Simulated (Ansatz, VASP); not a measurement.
**One calculation of ZnCu, two programs**

```
CELL_PARAMETERS angstrom
3.06967 0.42871 0.42871
0.42871 3.06967 0.42871
0.42871 0.42871 3.06967
ATOMIC_POSITIONS crystal
Zn 0.50000 0.50000 0.50000
Cu 0.00000 0.00000 0.00000
```

Alike in both runs: task single point; functional PBE; k mesh 16 × 16 × 16; occupations gaussian, width 0.15 eV; no spin polarisation.

```csv
,VASP,Ansatz
version,VASP 6.6.1,Ansatz 0.2.0
potentials or method,"VASP PAW PBE potentials, release 64 (Zn, Cu), cutoff 520 eV","scalar-relativistic, plane waves, PAW"
valence electrons in the cell,23,31
```

```csv
,VASP,Ansatz,Ansatz less VASP
gap on the k mesh at the Fermi level (eV),none,none,-
pressure (GPa),6.4,5.9,-0.55
"traceless stress, the component that is largest in VASP (GPa)",-5.16,-5.12,+0.041
```

A gap of «none» marks a metal or a gap that the smearing closes. VASP's potentials hold 23 valence electrons a cell and Ansatz's 31, so a difference there can come from the potentials and not from the codes.
